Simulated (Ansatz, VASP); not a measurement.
One calculation of BN, two programs

Contents of INCAR:

```
PREC = Accurate
ENCUT = 520
EDIFF = 1E-7
ISMEAR = -1
SIGMA = 0.05
LREAL = False
LASPH = True
NELM = 80
ALGO = Normal
ISIF = 2
LWAVE = False
LCHARG = False
NBANDS = 16
```

KPOINTS

```
regular mesh
0
Gamma
  12 12 6
```

Contents of POSCAR:

```
BN
1.0
    2.6040295656      0.0000000000      0.0000000000
   -1.3020147828      2.2551557560      0.0000000000
    0.0000000000      0.0000000000      4.3097555565
N B
2 2
Direct
    0.3333333333      0.6666666667      0.1252760000
    0.6666666667      0.3333333333      0.6252760000
    0.3333333333      0.6666666667      0.4997240000
    0.6666666667      0.3333333333      0.9997240000
```

File input.yaml:

```yaml
crystal:
  lattice:
    - [2.6040295656, 0.0, 0.0]
    - [-1.3020147828, 2.255155756, 0.0]
    - [0.0, 0.0, 4.3097555565]
  atoms:
    - { symbol: "N", position: [0.3333333333, 0.6666666667, 0.125276] }
    - { symbol: "N", position: [0.6666666667, 0.3333333333, 0.625276] }
    - { symbol: B, position: [0.3333333333, 0.6666666667, 0.499724] }
    - { symbol: B, position: [0.6666666667, 0.3333333333, 0.999724] }
kpoints:
  mp_grid: { grid: [12, 12, 6] }
scf:
  occupations: { method: fermi_dirac, width: 0.05 }
hamiltonian:
  xc: lda
  pseudopotentials: { kind: all_electron, lapw: { basis_error: 0.002 } }
output:
  forces: true
  stress: true
  eigenvalues: true
```

Change from the starting cell: volume scaled by 1.06.

Alike in both runs: task single point; functional LDA; k mesh 12 × 12 × 6; occupations fermi-dirac, width 0.05 eV; no spin polarisation.

```csv
,VASP,Ansatz
version,VASP 6.6.1,Ansatz 0.2.0
potentials or method,"VASP PAW LDA potentials, release 64 (N, B), cutoff 520 eV","all-electron LAPW, scalar-relativistic"
```

```csv
,VASP,Ansatz,Ansatz less VASP
gap on the k mesh at the Fermi level (eV),5.04,5.05,+0.012
least direct gap on the mesh (eV),7.82,7.82,+0.005
pressure (GPa),-31.4,-32.0,-0.55
"traceless stress, the component that is largest in VASP (GPa)",-0.43,-0.43,+0.008
rms of the force components (eV/Å),0.036,0.037,+0.0010
```

LDA's correlation is that of Perdew and Zunger in VASP and of Perdew and Wang (1992) in Ansatz. Atom by atom the forces differ by 0.001 eV/Å (rms over components). Both programs put the cell under strong tension, so it lies far from rest at this level. Ansatz ran all-electron here, and VASP with PAW potentials.

Noted on VASP's run: the cell as given lies far from equilibrium.
